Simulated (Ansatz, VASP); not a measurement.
**Two plane-wave programs on Sb3S2**

```
Sb S
1.0
     3.31634    1.91469    3.97719
    -3.31634    1.91469    3.97719
     0.00000   -3.82938    3.97719
Sb S
3 2
Direct
  0.50000 0.50000 0.00000
  0.00000 0.50000 0.50000
  0.50000 0.00000 0.50000
  0.07623 0.07623 0.07623
  0.92377 0.92377 0.92377
```

Alike in both runs: task single point; functional PBE; k mesh 3 × 3 × 3; occupations gaussian, width 0.1 eV; no spin polarisation.

|  | VASP | Ansatz |
| --- | --- | --- |
| version | VASP 6.6.1 | Ansatz 0.2.0 |
| potentials or method | VASP PAW PBE potentials, release 64 (Sb_d_GW, S), cutoff 500 eV | scalar-relativistic, plane waves, PAW |
| valence electrons in the cell | 57 | 57 |

Ansatz gave:

- gap on the k mesh at the Fermi level (eV): none
- pressure (GPa): -1.8
- traceless stress, the component that is largest in VASP (GPa): 7.49
- rms of the force components (eV/Å): 1.648

Problem. Estimate VASP's values.

Solution. gap on the k mesh at the Fermi level (eV): none; pressure (GPa): -2.1; traceless stress, the component that is largest in VASP (GPa): 7.06; rms of the force components (eV/Å): 1.517.

Atom by atom the forces differ by 0.131 eV/Å (rms over components). A gap of «none» marks a metal or a gap that the smearing closes.

The k mesh is coarse, so the values compare programs but aren't converged. Neither program's run includes spin-orbit coupling.
